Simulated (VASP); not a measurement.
# LiAg3Cl3 in VASP: further runs

Runs on LiAg3Cl3. Level: PBE. Tasks: single point.

Everything below comes from runs of VASP 6.6.1. Logs are shortened: lines on timing, memory, paths and dates and some standing lists are left out, and cuts for length are marked.

### 1 The cell of the first run

The structure is monoclinic, space group Cm (No. 8). Conventional cell: a = 14.412 Å, b = 3.550 Å, c = 6.785 Å, α = 90.00°, β = 115.06°, γ = 90.00°. Li (site symmetry m) has 4 Cl at 2.34 to 2.35 Å and 1 Ag at 3.09 Å within 3.1 Å. Within 3.9 Å of Ag (site symmetry m) lie 5 Cl at 2.68 to 3.87 Å and 5 Ag at 2.78 to 3.55 Å and 2 Li at 3.09 to 3.80 Å. Within 3.6 Å of Ag (site symmetry m) lie 3 Cl at 2.65 to 3.00 Å and 5 Ag at 2.78 to 3.55 Å. Ag (site symmetry m) has 2 Cl at 2.61 Å and 4 Ag at 2.85 to 2.87 Å within 3.4 Å. Within 3.1 Å of Cl (site symmetry m) lie 1 Li at 2.35 Å and 3 Ag at 2.61 to 3.00 Å. Cl (site symmetry m) has 2 Li at 2.35 Å and 2 Ag at 2.69 Å within 3.1 Å. Cl (site symmetry m) has 1 Li at 2.34 Å and 3 Ag at 2.65 to 2.68 Å within 3.1 Å.

### 2 Single point, PBE

INCAR

```
  PREC = Accurate
  ENCUT = 520
  EDIFF = 1E-6
  ISMEAR = 0
  SIGMA = 0.2
  LREAL = False
  LASPH = True
  NELM = 60
  ALGO = Normal
  ISIF = 2
  LWAVE = False
  LCHARG = False
  GGA = PE
  NBANDS = 38
```

KPOINTS

```
regular mesh
0
Gamma
  6 4 6
```

POSCAR

```
LiAg3Cl3
1.0
    0.0000000000      3.5500324000      0.0000000000
   -2.8739163000      0.0000000000      6.1457852000
    7.2062435000     -1.7750162000      0.0000000000
Li Ag Cl
1 3 3
Direct
    0.3556440000      0.3661850000      0.7112880000
    0.4016620000      0.8545570000      0.8033240000
    0.6088860000      0.9465280000      0.2177720000
    0.0345830000      0.1806650000      0.0691660000
    0.5323440000      0.4608660000      0.0646880000
    0.8083600000      0.5326080000      0.6167200000
    0.2526630000      0.9918900000      0.5053260000
```

Potentials or basis: VASP PAW PBE potentials, release 64 (Li_sv, Ag, Cl).

The run is started by

```sh
$ cat potpaw_PBE.64/Li_sv/POTCAR potpaw_PBE.64/Ag/POTCAR potpaw_PBE.64/Cl/POTCAR > POTCAR
$ mpirun -np 1 vasp_std > vasp.out
```

OUTCAR:

```text
PREC = Accurate
   ENCUT = 520
   EDIFF = 1E-6
   ISMEAR = 0
   LREAL = False
   LASPH = True
   NELM = 60
   ISIF = 2
   GGA = PE

 ion  position               nearest neighbor table
   1  0.356  0.366  0.711-   7 2.34   5 2.35   6 2.35   6 2.35   2 3.09
   2  0.402  0.855  0.803-   7 2.68   6 2.69   6 2.69   3 2.78   4 2.85   4 2.85   1 3.09
   3  0.609  0.947  0.218-   7 2.65   7 2.65   2 2.78   4 2.87   4 2.87   5 3.00
   4  0.035  0.181  0.069-   5 2.61   5 2.61   2 2.85   2 2.85   3 2.87   3 2.87
   5  0.532  0.461  0.065-   1 2.35   4 2.61   4 2.61   3 3.00
   6  0.808  0.533  0.617-   1 2.35   1 2.35   2 2.69   2 2.69
   7  0.253  0.992  0.505-   1 2.34   3 2.65   3 2.65   2 2.68

  LATTYP: Found a base centered monoclinic cell.
 ALAT       =    14.4124870000
 B/A-ratio  =     0.2463164338
 C/A-ratio  =     0.4707408553
 COS(beta)  =    -0.4235974090

  Lattice vectors:

 A1 = (   7.2062435000,  -1.7750162000,   0.0000000000)
 A2 = (   7.2062435000,   1.7750162000,   0.0000000000)
 A3 = (  -2.8739163000,   0.0000000000,   6.1457852000)

Analysis of symmetry for initial positions (statically):
=====================================================================
 Subroutine PRICEL returns:
 Original cell was already a primitive cell.

 Routine SETGRP: Setting up the symmetry group for a
 base centered monoclinic supercell.

 Subroutine GETGRP returns: Found  2 space group operations
 (whereof  2 operations were pure point group operations)
 out of a pool of  4 trial point group operations.

The static configuration has the point symmetry C_1h.

Analysis of symmetry for dynamics (positions and initial velocities):
=====================================================================
 Subroutine PRICEL returns:
 Original cell was already a primitive cell.

 Routine SETGRP: Setting up the symmetry group for a
 base centered monoclinic supercell.

 Subroutine GETGRP returns: Found  2 space group operations
 (whereof  2 operations were pure point group operations)
 out of a pool of  4 trial point group operations.

The dynamic configuration has the point symmetry C_1h.

 Subroutine INISYM returns: Found  2 space group operations
 (whereof  2 operations are pure point group operations),
 and found     1 'primitive' translations

----------------------------------------------------------------------------------------

                                     Primitive cell

  volume of cell :     157.2239

  direct lattice vectors                    reciprocal lattice vectors
     0.000000000  3.550032400  0.000000000     0.069384278  0.281687570  0.032445749
    -2.873916300  0.000000000  6.145785200     0.000000000  0.000000000  0.162713139
     7.206243500 -1.775016200  0.000000000     0.138768555  0.000000000  0.064891499

  length of vectors
     3.550032400  6.784546457  7.421632428     0.291915727  0.162713139  0.153191444

  position of ions in fractional coordinates (direct lattice)
     0.355644000  0.366185000  0.711288000
     0.401662000  0.854557000  0.803324000
     0.608886000  0.946528000  0.217772000
     0.034583000  0.180665000  0.069166000
     0.532344000  0.460866000  0.064688000
     0.808360000  0.532608000  0.616720000
     0.252663000  0.991890000  0.505326000

  ion indices of the primitive-cell ions
   primitive index   ion index
                 1           1
                 2           2
                 3           3
                 4           4
                 5           5
                 6           6
                 7           7

----------------------------------------------------------------------------------------

 KPOINTS: regular mesh

Automatic generation of k-mesh.
 Grid dimensions read from file:
 generate k-points for:    6    4    6

 Generating k-lattice:

  Cartesian coordinates                     Fractional coordinates (reciprocal lattice)
     0.011564046  0.046947928  0.005407625     0.166666667 -0.000000000 -0.000000000
     0.000000000  0.000000000  0.040678285     0.000000000  0.250000000  0.000000000
     0.023128093  0.000000000  0.010815250     0.000000000 -0.000000000  0.166666667

  Length of vectors
     0.048652621  0.040678285  0.025531907

  Shift w.r.t. Gamma in fractional coordinates (k-lattice)
     0.000000000  0.000000000  0.000000000

 Subroutine IBZKPT returns following result:
 ===========================================

 Found     47 irreducible k-points:

 Following reciprocal coordinates:
            Coordinates               Weight
  0.000000  0.000000  0.000000      1.000000
  0.166667  0.000000 -0.000000      4.000000
  0.333333  0.000000 -0.000000      4.000000
  0.500000  0.000000 -0.000000      2.000000
  0.000000  0.250000  0.000000      2.000000
  0.166667  0.250000 -0.000000      4.000000
[... 16 lines left out ...]
  0.500000  0.250000  0.166667      4.000000
 -0.333333  0.250000  0.166667      4.000000
 [... further k-points ...]
   k-points           NKPTS =     47   k-points in BZ     NKDIM =     47   number of bands    NBANDS=     38
   number of dos      NEDOS =    301   number of ions     NIONS =      7
   total plane-waves  NPLWV =  78400
   dimension x,y,z NGX =    28 NGY =   50 NGZ =   56
   dimension x,y,z NGXF=    56 NGYF=  100 NGZF=  112
   ions per type =               1   3   3
   NGX,Y,Z   is equivalent  to a cutoff of  13.11, 12.25, 12.54 a.u.
   NGXF,Y,Z  is equivalent  to a cutoff of  26.22, 24.50, 25.09 a.u.
 SYSTEM =  unknown system
   PREC   = accura    normal or accurate (medium, high low for compatibility)
   ISTART =      0    job   : 0-new  1-cont  2-samecut
   ICHARG =      2    charge: 1-file 2-atom 10-const
   ISPIN  =      1    spin polarized calculation?
   LNONCOLLINEAR =      F non collinear calculations
   LSORBIT =      F    spin-orbit coupling
   LASPH  =      T    aspherical Exc in radial PAW
   ENCUT  =  520.0 eV  38.22 Ry    6.18 a.u.   6.60 12.61 13.80*2*pi/ulx,y,z
   NELM   =     60;   NELMIN=  2; NELMDL= -5     # of ELM steps
   EDIFF  = 0.1E-05   stopping-criterion for ELM
   LREAL  =      F    real-space projection
   EDIFFG = 0.1E-04   stopping-criterion for IOM
   NSW    =      0    number of steps for IOM
   IBRION =     -1    ionic relax: 0-MD 1-quasi-New 2-CG
   NFREE  =      0    steps in history (QN), initial steepest desc. (CG)
   ISIF   =      2    stress and relaxation
   ISYM   =      2    0-nonsym 1-usesym 2-fastsym
   POTIM  = 0.5000    time-step for ionic-motion
   TEBEG  =    0.0;   TEEND  =   0.0 temperature during run
   PSTRESS=    0.0 pullay stress
   NELECT =      57.0000    total number of electrons
   NUPDOWN=      -1.0000    fix difference up-down
   EMIN   =  10.00;   EMAX   =-10.00  energy-range for DOS
   EFERMI =   0.00;   METHOD = LEGACY
   ISMEAR =     0;   SIGMA  =   0.20  broadening in eV -4-tet -1-fermi 0-gaus
   EFERMI_NEDOS =   21; number of points for ismear=-14 and -15
   IALGO  =     38    algorithm
   IMIX   =      4    mixing-type and parameters
     AMIX     =   0.40;   BMIX     =  1.00
     AMIX_MAG =   1.60;   BMIX_MAG =  1.00
  volume/ion in A,a.u.               =      22.46       151.57
  Fermi-wavevector in a.u.,A,eV,Ry     =   1.167330  2.205933 18.540099  1.362659
  Thomas-Fermi vector in A             =   2.303831
   LORBIT       =      0    0 simple, 1 ext, 2 COOP (PROOUT), +10 PAW based schemes
   GGA     = PE    functional components
   LHFCALC =     F    Hartree Fock is set to
   AEXX    =    0.0000 exact exchange contribution
   IVDW    =     0    specifies the selected vdW correction
   LEPSILON=     F    determine dielectric tensor
   LRPA    =     F    only Hartree local field effects (RPA)
 non-spin polarized calculation
 Gauss-broadening in eV      SIGMA  =   0.20
  energy-cutoff  :      520.00
  volume of cell :      157.22
 maximum number of plane-waves:      4259
 NGX is ok and might be reduce to    28
   NGX = 13   NGY = 25   NGZ = 27

 number of electron      56.9999994 magnetization

 Free energy of the ion-electron system (eV)
  ---------------------------------------------------
  ext. energy  EPLUGINS =         0.00000000
  ---------------------------------------------------
  free energy    TOTEN  =       -20.37431684 eV

  energy without entropy =      -20.36458010  energy(sigma->0) =      -20.36944847

 E-fermi :   2.7864     XC(G=0):  -9.1060

 val. band max:        2.6806773133   @ k =   0.1667   0.5000   0.3333
 cond. band min:       2.8246802723   @ k =  -0.3333  -0.0000   0.1667
 fundamental gap:      0.1440029590
 Fermi energy:         2.7864425386

 k-point     1 :       0.0000    0.0000    0.0000
  band No.  band energies     occupation
      1     -42.1379      2.00000
      2     -12.2302      2.00000
      3     -12.0104      2.00000
      4     -11.8981      2.00000
      5      -2.1980      2.00000
      6      -2.0793      2.00000
[... 30 lines left out ...]
     37      11.5093      0.00000
     38      11.8248      0.00000

 k-point     2 :       0.1667    0.0000   -0.0000
  band No.  band energies     occupation
      1     -42.1376      2.00000
      2     -12.1558      2.00000
      3     -11.9591      2.00000
      4     -11.8495      2.00000
      5      -2.0538      2.00000
      6      -1.9793      2.00000
[... 30 lines left out ...]
     37      11.3965      0.00000
     38      11.6693      0.00000

 k-point     3 :       0.3333    0.0000   -0.0000
  band No.  band energies     occupation
      1     -42.1369      2.00000
      2     -11.9957      2.00000
      3     -11.8520      2.00000
      4     -11.7538      2.00000
      5      -2.0320      2.00000
      6      -1.9534      2.00000
[... 30 lines left out ...]
     37      10.1999      0.00000
[... 781 lines left out ...]
 k-point    23 :       0.5000    0.2500    0.1667
  band No.  band energies     occupation
      1     -42.1366      2.00000
      2     -11.9073      2.00000
      3     -11.7957      2.00000
      4     -11.7089      2.00000
      5      -2.1250      2.00000
      6      -1.9775      2.00000
[... 30 lines left out ...]
     37      10.2444      0.00000
     38      11.0951      0.00000

 k-point    24 :      -0.3333    0.2500    0.1667
  band No.  band energies     occupation
      1     -42.1369      2.00000
      2     -11.9860      2.00000
      3     -11.8634      2.00000
      4     -11.7521      2.00000
      5      -2.0406      2.00000
      6      -1.9782      2.00000
[... 30 lines left out ...]
     37      10.5359      0.00000
     38      11.0508      0.00000

 [... further k-points ...]

------------------------ aborting loop because EDIFF is reached ----------------------------------------

  FORCE on cell =-STRESS in cart. coord.  units (eV):
  Direction    XX          YY          ZZ          XY          YZ          ZX
  --------------------------------------------------------------------------------------
  -------------------------------------------------------------------------------------
  Total       -0.0543466     -0.1721176     -0.0604608      0.0000000      0.0000000     -0.0172747
  in kB       -0.5538141     -1.7539503     -0.6161210      0.0000000      0.0000000     -0.1760367
  external PRESSURE =      -0.9746285 kB  Pullay stress =       0.0000000 kB

 VOLUME and BASIS-vectors are now :
 -----------------------------------------------------------------------------
  energy-cutoff  :      520.00
  volume of cell :      157.22
      direct lattice vectors                 reciprocal lattice vectors
     0.000000000  3.550032400  0.000000000     0.069384278  0.281687570  0.032445749
    -2.873916300  0.000000000  6.145785200     0.000000000  0.000000000  0.162713139
     7.206243500 -1.775016200  0.000000000     0.138768555  0.000000000  0.064891499

 POSITION                                       TOTAL-FORCE (eV/Angst)
 -----------------------------------------------------------------------------------
      4.07333     -0.00000      2.25049         0.002342      0.000000      0.001354
      3.33302      0.00000      5.25192         0.001547      0.000000     -0.004440
     -1.15092      1.77502      5.81716         0.002183     -0.000000      0.002106
     -0.02079     -0.00000      1.11033        -0.004385      0.000000      0.006947
     -0.85833      1.77502      2.83238         0.010173      0.000000     -0.022060
      2.91356      1.77502      3.27329         0.005455     -0.000000      0.019070
      0.79089      0.00000      6.09594        -0.017315      0.000000     -0.002976
 -----------------------------------------------------------------------------------
    total drift:                                0.000803     -0.000006      0.000603

  FREE ENERGIE OF THE ION-ELECTRON SYSTEM (eV)
  ---------------------------------------------------
  free  energy   TOTEN  =       -20.3743168360 eV

  energy  without entropy=      -20.3645801046  energy(sigma->0) =      -20.36944847
```

Run time: 2.4 min. Hardware: 1 thread of AMD EPYC 9R45 (Zen 5), shared host; peak memory 0.37 GiB.

Results:

- Free energy: -20.3743 eV
- Largest force: 0.024 eV/Å
- Band gap on the k mesh: zero (an odd number of electrons rules out a gap without spin polarisation)

Forces in eV/Å, atoms in the order of the input:
```
Li   0.002  0.000  0.001
Ag   0.002  0.000 -0.004
Ag   0.002  0.000  0.002
Ag  -0.004  0.000  0.007
Cl   0.010  0.000 -0.022
Cl   0.005  0.000  0.019
Cl  -0.017  0.000 -0.003
```

Caveat: the cutoff is under 1.25 times the usual one of these potentials, so pressure, stress and relaxed cells hold a basis-set (Pulay) error; an odd number of electrons without spin polarisation forces a metal; a magnetic or distorted state may lie lower.

### 3 Single point, PBE

This run uses another cell than the first one, of 22.54 Å³/atom.

INCAR

```
SYSTEM = LiAg3Cl3
ALGO     = Normal         ! electronic algorithm
EDIFF    = 1E-6           ! SCF threshold, eV
ENCUT    = 520            ! plane-wave cutoff, eV
GGA      = PE             ! functional
ISIF     = 2              ! what is computed and relaxed
ISMEAR   = 0              ! smearing method
LASPH    = .True.         ! aspherical terms in the spheres
LCHARG   = .False.        ! write CHGCAR
LREAL    = .False.        ! projectors in reciprocal space
LWAVE    = .False.        ! write WAVECAR
NBANDS   = 38             ! bands
NELM     = 80             ! most SCF steps
PREC     = Accurate       ! precision mode
SIGMA    = 0.2            ! smearing width, eV
```

KPOINTS

```
k-points
0
Gamma
  6 4 6
  0 0 0
```

POSCAR

```
LiAg3Cl3
1.0
   -0.0068339111      3.5483296324     -0.0041995092
   -2.8912292955     -0.0020110449      6.1725395222
    7.2156872510     -1.7879964600     -0.0156795661
Li Ag Cl
1 3 3
Direct
    0.3547160801      0.3659389526      0.7116983779
    0.4000906429      0.8547166551      0.8028445395
    0.6096850811      0.9490521247      0.2179734357
    0.0348519478      0.1801388741      0.0686856901
    0.5331030186      0.4581288847      0.0645622522
    0.8072403117      0.5332350946      0.6179646522
    0.2544549176      0.9920884143      0.5045550524
```

Potentials or basis: VASP PAW PBE potentials, release 64 (Li_sv, Ag, Cl).

The run is started by

```sh
$ cat potpaw_PBE.64/Li_sv/POTCAR potpaw_PBE.64/Ag/POTCAR potpaw_PBE.64/Cl/POTCAR > POTCAR
$ mpirun -np 1 vasp_std > vasp.out
```

Wall time 4.1 min (1 thread of AMD EPYC 9R45 (Zen 5), shared host); peak memory 0.49 GiB.

Results (log left out):

| Quantity | Value |
| --- | --- |
| Free energy | -20.3747 eV |
| Largest force | 0.013 eV/Å |
| Band gap on the k mesh | zero (an odd number of electrons rules out a gap without spin polarisation) |

Forces on the atoms (eV/Å):
```
Li  -0.002  0.000  0.006
Ag  -0.001  0.000 -0.011
Ag   0.007  0.000 -0.002
Ag  -0.007  0.000  0.004
Cl   0.003  0.000 -0.005
Cl   0.008  0.000  0.011
Cl  -0.008  0.000 -0.004
```

Levels at points of the mesh, in eV from the Fermi level:
```csv
k point,band 25,band 26,band 27,band 28,band 29,band 30,band 31,band 32
"(0.00, 0.00, 0.00)",-1.79,-1.55,-1.27,-1.24,-0.89,3.48,4.61,4.63
"(0.50, 0.00, 0.00)",-2.09,-1.94,-1.77,-1.36,1.22,2.30,4.13,4.83
"(0.00, 0.50, 0.00)",-1.92,-1.53,-1.14,-0.95,-0.82,2.49,3.37,5.44
"(0.50, 0.50, 0.00)",-2.15,-2.04,-1.59,-1.39,1.72,2.35,3.90,4.58
"(0.00, 0.00, 0.50)",-1.78,-1.63,-1.18,-0.99,-0.91,1.72,3.91,5.63
"(0.50, 0.00, 0.50)",-2.09,-1.94,-1.78,-1.37,1.22,2.28,4.13,4.81
"(0.00, 0.50, 0.50)",-1.75,-1.50,-1.30,-0.92,-0.70,1.89,3.17,5.46
"(0.50, 0.50, 0.50)",-2.15,-2.03,-1.60,-1.39,1.72,2.35,3.90,4.58
```

Caveat: the cutoff is under 1.25 times the usual one of these potentials, so pressure, stress and relaxed cells hold a basis-set (Pulay) error; an odd number of electrons without spin polarisation forces a metal; a magnetic or distorted state may lie lower.
